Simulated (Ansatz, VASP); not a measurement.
# One calculation of RbGeBr2, two programs

```
CELL_PARAMETERS angstrom
4.06700 0.00000 0.00000
-2.03350 3.52212 0.00000
0.00000 0.00000 9.06815
ATOMIC_POSITIONS crystal
Rb 0.00000 0.00000 0.00000
Ge 0.00000 0.00000 0.50000
Br 0.33333 0.66667 0.26430
Br 0.33333 0.66667 0.73570
```

Alike in both runs: functional PBE; k mesh 12 × 12 × 6; occupations gaussian, width 0.1 eV; no spin polarisation.

Ansatz relaxed the structure, and its values are those at the end. VASP's run is a single point on that final structure, the one shown.

```csv
,VASP,Ansatz
version,VASP 6.6.1,Ansatz 0.2.0
potentials or method,"VASP PAW PBE potentials, release 64 (Rb_sv, Ge_d, Br), cutoff 520 eV","scalar-relativistic, plane waves, PAW"
valence electrons in the cell,37,37
```

|  | VASP | Ansatz | Ansatz less VASP |
| --- | --- | --- | --- |
| gap on the k mesh at the Fermi level (eV) | none | none | - |
| pressure (GPa) | 0.0 | 0.0 | -0.02 |
| rms of the force components (eV/Å) | 0.003 | 0.001 | -0.0019 |

A gap of «none» marks a metal or a gap that the smearing closes.
